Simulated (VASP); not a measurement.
Write the native input for VASP 6.6.1 that does the following.

```
Task                   : single point
Functional             : PBE
Potentials or basis    : VASP PAW PBE potentials, release 64 (Ti_sv, O)
Cutoff                 : 520 eV
k mesh                 : 10 × 10 × 10
Occupations            : fermi-dirac, width 0.02 eV
Spin                   : no spin polarisation
Dipole correction      : no
Further INCAR settings : ALGO = Normal; EDIFF = 1e-06; NBANDS = 33
```

The structure of TiO2 lies in POSCAR:

```
TiO2
1.0
   -1.8888988106      1.8888988106      4.9354669616
    1.8888988106     -1.8888988106      4.9354669616
    1.8888988106      1.8888988106     -4.9354669616
Ti O
2 4
Direct
    0.7500000000      0.2500000000      0.5000000000
    0.0000000000      0.0000000000      0.0000000000
    0.5460514907      0.0460514907      0.5000000000
    0.7960514907      0.7960514907      0.0000000000
    0.2039485093      0.2039485093      0.0000000000
    0.9539485093      0.4539485093      0.5000000000
```

This cell differs from its parent crystal: uniaxial z strain +3.0%.

These files were run (other wordings do the same):

INCAR

```
PREC = Accurate ; ENCUT = 520
EDIFF = 1E-6 ; ISMEAR = -1
SIGMA = 0.02 ; LREAL = F
LASPH = T ; NELM = 100
ALGO = Normal ; ISIF = 2
LWAVE = F ; LCHARG = T
GGA = PE ; LELF = T
LVHAR = T ; NBANDS = 33
```

KPOINTS

```
Automatic mesh
0
Gamma
  10 10 10
```

Potentials or basis: VASP PAW PBE potentials, release 64 (Ti_sv, O).

Command:

```sh
$ cat potpaw_PBE.64/Ti_sv/POTCAR potpaw_PBE.64/O/POTCAR > POTCAR
$ mpirun -np 1 vasp_std > vasp.out
```

Results of the run:

- Pressure: 0.4 GPa
- Largest force: 0.084 eV/Å
- Band gap on the k mesh: 2.20 eV, indirect (least direct gap 2.44 eV)

Caveat: the cell differs from its parent crystal (uniaxial z strain +3.0%).

It took 7.2 min on 1 thread of Intel Xeon 6975P-C, with other jobs on the host, peak memory 0.38 GiB.
